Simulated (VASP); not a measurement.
# Pt (Fd-3m) in VASP: a series of runs, part 2 of 2

VASP 6.6.1.

### 5 Single point, LDA

This run uses another cell than the first one, of 22.53 Å³/atom, 1.333 times its volume.

Contents of INCAR:

```
SYSTEM = Pt
PREC     = Accurate       ! precision mode
ENCUT    = 520            ! plane-wave cutoff, eV
EDIFF    = 1E-6           ! SCF threshold, eV
ISMEAR   = -1             ! smearing method
SIGMA    = 0.1            ! smearing width, eV
LREAL    = .False.        ! projectors in reciprocal space
LASPH    = .True.         ! aspherical terms in the spheres
NELM     = 100            ! most SCF steps
ALGO     = Normal         ! electronic algorithm
ISIF     = 2              ! what is computed and relaxed
LWAVE    = .False.        ! write WAVECAR
LCHARG   = .True.         ! write CHGCAR
GGA      = CA             ! functional
LELF     = .True.         ! ELF
LVHAR    = .True.       
NBANDS   = 17             ! bands
```

Contents of KPOINTS:

```
Automatic mesh
0
Gamma
  12 12 12
  0 0 0
```

Contents of POSCAR:

```
Pt
1.0
    0.0000000000      2.8244081610      2.8244081610
    2.8244081610      0.0000000000      2.8244081610
    2.8244081610      2.8244081610      0.0000000000
Pt
2
Direct
   -0.1250000000     -0.1250000000     -0.1250000000
    0.1250000000      0.1250000000      0.1250000000
```

Potentials or basis: VASP PAW LDA potentials, release 64 (Pt).

Command:

```sh
cat potpaw_LDA.64/Pt/POTCAR > POTCAR
mpirun -np 1 vasp_std > vasp.out
```

OUTCAR:

```text
SYSTEM = Pt
   PREC = Accurate
   ENCUT = 520
   EDIFF = 1E-6
   ISMEAR = -1
   LREAL = .False.
   LASPH = .True.
   NELM = 100
   ISIF = 2
   GGA = CA

 ion  position               nearest neighbor table
   1  0.875  0.875  0.875-   2 2.45   2 2.45   2 2.45   2 2.45
   2  0.125  0.125  0.125-   1 2.45   1 2.45   1 2.45   1 2.45

  LATTYP: Found a face centered cubic cell.
 ALAT       =     5.6488163220

  Lattice vectors:

 A1 = (   0.0000000000,   2.8244081610,   2.8244081610)
 A2 = (   2.8244081610,   0.0000000000,   2.8244081610)
 A3 = (   2.8244081610,   2.8244081610,   0.0000000000)

Analysis of symmetry for initial positions (statically):
=====================================================================
 Subroutine PRICEL returns:
 Original cell was already a primitive cell.

 Routine SETGRP: Setting up the symmetry group for a
 face centered cubic supercell.

 Subroutine GETGRP returns: Found 48 space group operations
 (whereof 12 operations were pure point group operations)
 out of a pool of 48 trial point group operations.

The static configuration has the point symmetry D_3d.
 The point group associated with its full space group is O_h .

Analysis of symmetry for dynamics (positions and initial velocities):
=====================================================================
 Subroutine PRICEL returns:
 Original cell was already a primitive cell.

 Routine SETGRP: Setting up the symmetry group for a
 face centered cubic supercell.

 Subroutine GETGRP returns: Found 48 space group operations
 (whereof 12 operations were pure point group operations)
 out of a pool of 48 trial point group operations.

The dynamic configuration has the point symmetry D_3d.
 The point group associated with its full space group is O_h .

 Subroutine INISYM returns: Found 48 space group operations
[... 106 lines left out ...]
   TEBEG  =    0.0;   TEEND  =   0.0 temperature during run
   PSTRESS=    0.0 pullay stress
   NELECT =      20.0000    total number of electrons
   NUPDOWN=      -1.0000    fix difference up-down
   EMIN   =  10.00;   EMAX   =-10.00  energy-range for DOS
   EFERMI =   0.00;   METHOD = LEGACY
   ISMEAR =    -1;   SIGMA  =   0.10  broadening in eV -4-tet -1-fermi 0-gaus
   EFERMI_NEDOS =   21; number of points for ismear=-14 and -15
   IALGO  =     38    algorithm
   IMIX   =      4    mixing-type and parameters
     AMIX     =   0.40;   BMIX     =  1.00
     AMIX_MAG =   1.60;   BMIX_MAG =  1.00
  volume/ion in A,a.u.               =      22.53       152.05
  Fermi-wavevector in a.u.,A,eV,Ry     =   1.248765  2.359824 21.217115  1.559414
  Thomas-Fermi vector in A             =   2.382837
   LORBIT       =      0    0 simple, 1 ext, 2 COOP (PROOUT), +10 PAW based schemes
   GGA     = CA    functional components
   LHFCALC =     F    Hartree Fock is set to
   AEXX    =    0.0000 exact exchange contribution
   IVDW    =     0    specifies the selected vdW correction
   LEPSILON=     F    determine dielectric tensor
   LRPA    =     F    only Hartree local field effects (RPA)
 non-spin polarized calculation
  energy-cutoff  :      520.00
  volume of cell :       45.06
 maximum number of plane-waves:      1243
 NGX is ok and might be reduce to    30

 number of electron      19.9999997 magnetization

 Free energy of the ion-electron system (eV)
  ---------------------------------------------------
  ext. energy  EPLUGINS =         0.00000000
  ---------------------------------------------------
  free energy    TOTEN  =       -12.44598488 eV

  energy without entropy =      -12.30457921  energy(sigma->0) =      -12.37528204

 E-fermi :   5.6612     XC(G=0): -11.0876

 val. band max:        5.6522455582   @ k =  -0.4167   0.4167   0.0833
 cond. band min:       5.6742588513   @ k =  -0.3333   0.3333   0.1667
 fundamental gap:      0.0220132931
 Fermi energy:         5.6611506098

 k-point     1 :       0.0000    0.0000    0.0000
  band No.  band energies     occupation
      1      -1.8548      2.00000
      2       0.7664      2.00000
      3       0.7664      2.00000
      4       0.9666      2.00000
      5       0.9666      2.00000
      6       0.9666      2.00000
[... 457 lines left out ...]
      4       0.8619      2.00000
      5       1.3396      2.00000
      6       1.6780      2.00000
[... 9 lines left out ...]
     16      18.8784      0.00000
     17      20.2897      0.00000

 [... further k-points ...]
[... 5 lines left out ...]
  --------------------------------------------------------------------------------------
  -------------------------------------------------------------------------------------
  Total        0.0156430      0.0156430      0.0156430      0.0000000     -0.0000000      0.0000000
  in kB        0.5561839      0.5561839      0.5561839      0.0000000     -0.0000000      0.0000000
  external PRESSURE =       0.5561839 kB  Pullay stress =       0.0000000 kB

 VOLUME and BASIS-vectors are now :
 -----------------------------------------------------------------------------
  energy-cutoff  :      520.00
  volume of cell :       45.06
      direct lattice vectors                 reciprocal lattice vectors
     0.000000000  2.824408161  2.824408161    -0.177028238  0.177028238  0.177028238
     2.824408161  0.000000000  2.824408161     0.177028238 -0.177028238  0.177028238
     2.824408161  2.824408161  0.000000000     0.177028238  0.177028238 -0.177028238

 POSITION                                       TOTAL-FORCE (eV/Angst)
 -----------------------------------------------------------------------------------
      4.94271      4.94271      4.94271        -0.000000     -0.000000     -0.000000
      0.70610      0.70610      0.70610         0.000000      0.000000      0.000000
 -----------------------------------------------------------------------------------
    total drift:                               -0.000000      0.000000      0.000000

  FREE ENERGIE OF THE ION-ELECTRON SYSTEM (eV)
  ---------------------------------------------------
  free  energy   TOTEN  =       -12.4459848762 eV

  energy  without entropy=      -12.3045792061  energy(sigma->0) =      -12.37528204
```

It took 20 s on 1 thread of AMD EPYC 9R45 (Zen 5), shared host; peak memory 0.15 GiB.

Results:

| Property | Result |
| --- | --- |
| Free energy | -12.4460 eV |
| Pressure | 0.1 GPa |
| Band gap on the k mesh | zero (band 10 reaches 5.88 eV, above the bottom of band 11 at 5.21 eV) |

Levels at points of the mesh, in eV from the Fermi level:
| k point | band 6 | band 7 | band 8 | band 9 | band 10 | band 11 | band 12 | band 13 | band 14 | band 15 |
| --- | --- | --- | --- | --- | --- | --- | --- | --- | --- | --- |
| (0.00, 0.00, 0.00) | -4.69 | -2.05 | -2.05 | -2.05 | -0.06 | -0.06 | 10.70 | 10.71 | 12.04 | 12.04 |
| (0.50, 0.00, 0.00) | -4.55 | -1.62 | -1.48 | -1.48 | -0.45 | -0.45 | 0.77 | 8.22 | 8.22 | 9.86 |
| (0.50, 0.50, 0.00) | -3.63 | -2.70 | -2.70 | -0.17 | -0.17 | 1.33 | 1.33 | 3.83 | 3.83 | 9.62 |

Caveat: spin-orbit coupling is left out, which moves the levels of the heavy elements.

### 6 Single point, LDA

This run uses another cell than the first one, of 22.53 Å³/atom, 1.333 times its volume.

Contents of INCAR:

```
PREC = Accurate ; ENCUT = 520
EDIFF = 1E-6 ; ISMEAR = -1
SIGMA = 0.1 ; LREAL = False
LASPH = True ; NELM = 60
ALGO = Normal ; ISIF = 2
LWAVE = False ; LCHARG = False
NBANDS = 17
```

Contents of KPOINTS:

```
Automatic mesh
0
Gamma
  12 12 12
```

POSCAR is that of step 5.

Potentials or basis: VASP PAW LDA potentials, release 64 (Pt).

Command:

```sh
cat potpaw_LDA.64/Pt/POTCAR > POTCAR
mpirun -np 1 vasp_std > vasp.out
```

OUTCAR:

```text
PREC = Accurate
   ENCUT = 520
   EDIFF = 1E-6
   ISMEAR = -1
   LREAL = False
   LASPH = True
   NELM = 60
   ISIF = 2

 ion  position               nearest neighbor table
   1  0.875  0.875  0.875-   2 2.45   2 2.45   2 2.45   2 2.45
   2  0.125  0.125  0.125-   1 2.45   1 2.45   1 2.45   1 2.45

  LATTYP: Found a face centered cubic cell.
 ALAT       =     5.6488163220

  Lattice vectors:

 A1 = (   0.0000000000,   2.8244081610,   2.8244081610)
 A2 = (   2.8244081610,   0.0000000000,   2.8244081610)
 A3 = (   2.8244081610,   2.8244081610,   0.0000000000)

Analysis of symmetry for initial positions (statically):
=====================================================================
 Subroutine PRICEL returns:
 Original cell was already a primitive cell.

 Routine SETGRP: Setting up the symmetry group for a
 face centered cubic supercell.

 Subroutine GETGRP returns: Found 48 space group operations
 (whereof 12 operations were pure point group operations)
 out of a pool of 48 trial point group operations.

The static configuration has the point symmetry D_3d.
 The point group associated with its full space group is O_h .

Analysis of symmetry for dynamics (positions and initial velocities):
=====================================================================
 Subroutine PRICEL returns:
 Original cell was already a primitive cell.

 Routine SETGRP: Setting up the symmetry group for a
 face centered cubic supercell.

 Subroutine GETGRP returns: Found 48 space group operations
 (whereof 12 operations were pure point group operations)
 out of a pool of 48 trial point group operations.

The dynamic configuration has the point symmetry D_3d.
 The point group associated with its full space group is O_h .

 Subroutine INISYM returns: Found 48 space group operations
 (whereof 12 operations are pure point group operations),
 and found     1 'primitive' translations

----------------------------------------------------------------------------------------

                                     Primitive cell

  volume of cell :      45.0622

  direct lattice vectors                    reciprocal lattice vectors
     0.000000000  2.824408161  2.824408161    -0.177028238  0.177028238  0.177028238
     2.824408161  0.000000000  2.824408161     0.177028238 -0.177028238  0.177028238
     2.824408161  2.824408161  0.000000000     0.177028238  0.177028238 -0.177028238

  length of vectors
     3.994316327  3.994316327  3.994316327     0.306621903  0.306621903  0.306621903

  position of ions in fractional coordinates (direct lattice)
     0.875000000  0.875000000  0.875000000
     0.125000000  0.125000000  0.125000000

  ion indices of the primitive-cell ions
   primitive index   ion index
                 1           1
                 2           2

----------------------------------------------------------------------------------------

 KPOINTS: Automatic mesh

Automatic generation of k-mesh.
 Grid dimensions read from file:
 generate k-points for:   12   12   12

 Generating k-lattice:

  Cartesian coordinates                     Fractional coordinates (reciprocal lattice)
    -0.014752353  0.014752353  0.014752353     0.083333333  0.000000000  0.000000000
     0.014752353 -0.014752353  0.014752353     0.000000000  0.083333333  0.000000000
     0.014752353  0.014752353 -0.014752353     0.000000000  0.000000000  0.083333333

  Length of vectors
     0.025551825  0.025551825  0.025551825

  Shift w.r.t. Gamma in fractional coordinates (k-lattice)
     0.000000000  0.000000000  0.000000000

 Subroutine IBZKPT returns following result:
 ===========================================

 Found     72 irreducible k-points:

 Following reciprocal coordinates:
            Coordinates               Weight
  0.000000  0.000000  0.000000      1.000000
  0.083333  0.000000  0.000000      8.000000
  0.166667  0.000000  0.000000      8.000000
  0.250000  0.000000  0.000000      8.000000
  0.333333  0.000000  0.000000      8.000000
  0.416667  0.000000  0.000000      8.000000
[... 16 lines left out ...]
  0.500000  0.166667  0.000000     24.000000
 -0.416667  0.166667  0.000000     24.000000
 [... further k-points ...]
   k-points           NKPTS =     72   k-points in BZ     NKDIM =     72   number of bands    NBANDS=     17
   number of dos      NEDOS =    301   number of ions     NIONS =      2
   total plane-waves  NPLWV =  27000
   dimension x,y,z NGX =    30 NGY =   30 NGZ =   30
   dimension x,y,z NGXF=    60 NGYF=   60 NGZF=   60
   ions per type =               2
   NGX,Y,Z   is equivalent  to a cutoff of  12.49, 12.49, 12.49 a.u.
   NGXF,Y,Z  is equivalent  to a cutoff of  24.97, 24.97, 24.97 a.u.
 SYSTEM =  unknown system
   PREC   = accura    normal or accurate (medium, high low for compatibility)
   ISTART =      0    job   : 0-new  1-cont  2-samecut
   ICHARG =      2    charge: 1-file 2-atom 10-const
   ISPIN  =      1    spin polarized calculation?
   LNONCOLLINEAR =      F non collinear calculations
   LSORBIT =      F    spin-orbit coupling
   LASPH  =      T    aspherical Exc in radial PAW
   ENCUT  =  520.0 eV  38.22 Ry    6.18 a.u.   7.43  7.43  7.43*2*pi/ulx,y,z
   NELM   =     60;   NELMIN=  2; NELMDL= -5     # of ELM steps
   EDIFF  = 0.1E-05   stopping-criterion for ELM
   LREAL  =      F    real-space projection
   EDIFFG = 0.1E-04   stopping-criterion for IOM
   NSW    =      0    number of steps for IOM
   IBRION =     -1    ionic relax: 0-MD 1-quasi-New 2-CG
   NFREE  =      0    steps in history (QN), initial steepest desc. (CG)
   ISIF   =      2    stress and relaxation
   ISYM   =      2    0-nonsym 1-usesym 2-fastsym
   POTIM  = 0.5000    time-step for ionic-motion
   TEBEG  =    0.0;   TEEND  =   0.0 temperature during run
   PSTRESS=    0.0 pullay stress
   NELECT =      20.0000    total number of electrons
   NUPDOWN=      -1.0000    fix difference up-down
   EMIN   =  10.00;   EMAX   =-10.00  energy-range for DOS
   EFERMI =   0.00;   METHOD = LEGACY
   ISMEAR =    -1;   SIGMA  =   0.10  broadening in eV -4-tet -1-fermi 0-gaus
   EFERMI_NEDOS =   21; number of points for ismear=-14 and -15
   IALGO  =     38    algorithm
   IMIX   =      4    mixing-type and parameters
     AMIX     =   0.40;   BMIX     =  1.00
     AMIX_MAG =   1.60;   BMIX_MAG =  1.00
  volume/ion in A,a.u.               =      22.53       152.05
  Fermi-wavevector in a.u.,A,eV,Ry     =   1.248765  2.359824 21.217115  1.559414
  Thomas-Fermi vector in A             =   2.382837
   LORBIT       =      0    0 simple, 1 ext, 2 COOP (PROOUT), +10 PAW based schemes
   GGA     = CA    functional components
   LHFCALC =     F    Hartree Fock is set to
   AEXX    =    0.0000 exact exchange contribution
   IVDW    =     0    specifies the selected vdW correction
   LEPSILON=     F    determine dielectric tensor
   LRPA    =     F    only Hartree local field effects (RPA)
 non-spin polarized calculation
  energy-cutoff  :      520.00
  volume of cell :       45.06
 maximum number of plane-waves:      1243
 NGX is ok and might be reduce to    30

 number of electron      19.9999997 magnetization

 Free energy of the ion-electron system (eV)
  ---------------------------------------------------
  ext. energy  EPLUGINS =         0.00000000
  ---------------------------------------------------
  free energy    TOTEN  =       -12.44598488 eV

  energy without entropy =      -12.30457921  energy(sigma->0) =      -12.37528204

 E-fermi :   5.6612     XC(G=0): -11.0876

 val. band max:        5.6522455582   @ k =  -0.4167   0.4167   0.0833
 cond. band min:       5.6742588513   @ k =  -0.3333   0.3333   0.1667
 fundamental gap:      0.0220132931
 Fermi energy:         5.6611506098

 k-point     1 :       0.0000    0.0000    0.0000
  band No.  band energies     occupation
      1      -1.8548      2.00000
      2       0.7664      2.00000
      3       0.7664      2.00000
      4       0.9666      2.00000
      5       0.9666      2.00000
      6       0.9666      2.00000
[... 9 lines left out ...]
     16      17.6982      0.00000
     17      18.6153      0.00000
[... 441 lines left out ...]
 k-point    24 :      -0.4167    0.1667    0.0000
  band No.  band energies     occupation
      1       0.2309      2.00000
      2       0.4150      2.00000
      3       0.5651      2.00000
      4       0.8619      2.00000
      5       1.3396      2.00000
      6       1.6780      2.00000
[... 9 lines left out ...]
     16      18.8784      0.00000
     17      20.2897      0.00000

 [... further k-points ...]

------------------------ aborting loop because EDIFF is reached ----------------------------------------

  FORCE on cell =-STRESS in cart. coord.  units (eV):
  Direction    XX          YY          ZZ          XY          YZ          ZX
  --------------------------------------------------------------------------------------
  -------------------------------------------------------------------------------------
  Total        0.0156430      0.0156430      0.0156430      0.0000000     -0.0000000      0.0000000
  in kB        0.5561839      0.5561839      0.5561839      0.0000000     -0.0000000      0.0000000
  external PRESSURE =       0.5561839 kB  Pullay stress =       0.0000000 kB

 VOLUME and BASIS-vectors are now :
 -----------------------------------------------------------------------------
  energy-cutoff  :      520.00
  volume of cell :       45.06
      direct lattice vectors                 reciprocal lattice vectors
     0.000000000  2.824408161  2.824408161    -0.177028238  0.177028238  0.177028238
     2.824408161  0.000000000  2.824408161     0.177028238 -0.177028238  0.177028238
     2.824408161  2.824408161  0.000000000     0.177028238  0.177028238 -0.177028238

 POSITION                                       TOTAL-FORCE (eV/Angst)
 -----------------------------------------------------------------------------------
      4.94271      4.94271      4.94271        -0.000000     -0.000000     -0.000000
      0.70610      0.70610      0.70610         0.000000      0.000000      0.000000
 -----------------------------------------------------------------------------------
    total drift:                               -0.000000      0.000000      0.000000

  FREE ENERGIE OF THE ION-ELECTRON SYSTEM (eV)
  ---------------------------------------------------
  free  energy   TOTEN  =       -12.4459848762 eV

  energy  without entropy=      -12.3045792061  energy(sigma->0) =      -12.37528204
```

OSZICAR:

```text
N       E                     dE             d eps       ncg     rms          rms(c)
DAV:   1     0.926987944793E+02    0.92699E+02   -0.98282E+03  2448   0.108E+03
DAV:   2    -0.114247568692E+02   -0.10412E+03   -0.98370E+02  2712   0.220E+02
DAV:   3    -0.133489213723E+02   -0.19242E+01   -0.19025E+01  3089   0.301E+01
DAV:   4    -0.133629964254E+02   -0.14075E-01   -0.14073E-01  2854   0.264E+00
DAV:   5    -0.133632304903E+02   -0.23406E-03   -0.23406E-03  3081   0.356E-01    0.148E+01
DAV:   6    -0.125153414046E+02    0.84789E+00   -0.23512E+00  2861   0.111E+01    0.860E+00
DAV:   7    -0.124604876509E+02    0.54854E-01   -0.56783E-02  2836   0.163E+00    0.418E+00
DAV:   8    -0.124460049719E+02    0.14483E-01   -0.86854E-03  2608   0.551E-01    0.116E-01
DAV:   9    -0.124459879059E+02    0.17066E-04   -0.43121E-04  2801   0.138E-01    0.875E-02
DAV:  10    -0.124459851048E+02    0.28011E-05   -0.36673E-05  3020   0.490E-02    0.130E-02
DAV:  11    -0.124459848762E+02    0.22863E-06   -0.32772E-07  1736   0.481E-03
   1 F= -.12445985E+02 E0= -.12375282E+02  d E =-.141406E+00
```

It took 20 s on 1 thread of AMD EPYC 9R45 (Zen 5), shared host; peak memory 0.15 GiB.

What came out:

| Property | Result |
| --- | --- |
| Free energy | -12.4460 eV |
| Pressure | 0.1 GPa |
| Band gap on the k mesh | zero (band 10 reaches 5.88 eV, above the bottom of band 11 at 5.21 eV) |

Caveat: spin-orbit coupling is left out, which moves the levels of the heavy elements.

### 7 Overview

```csv
cell,smearing,gap on the mesh (eV),pressure (GPa)
"a = 3.629 Å, angles 60.0°, 2 atoms",tetrahedron,none,84.9
"a = 3.927 Å, angles 60.0°, 2 atoms",fermi-dirac 0.1 eV,none,8.5
"a = 3.994 Å, angles 60.0°, 2 atoms",fermi-dirac 0.1 eV,none,0.1
```

Alike in all rows: task single point; level LDA; potentials or basis VASP PAW LDA potentials, release 64 (Pt); no spin polarisation; k mesh 12 × 12 × 12; cutoff (eV) 520.

Caveats: spin-orbit coupling is left out, which moves the levels of the heavy elements.

Total energies depend on the potentials used, so only differences within one code and one set of settings carry meaning.
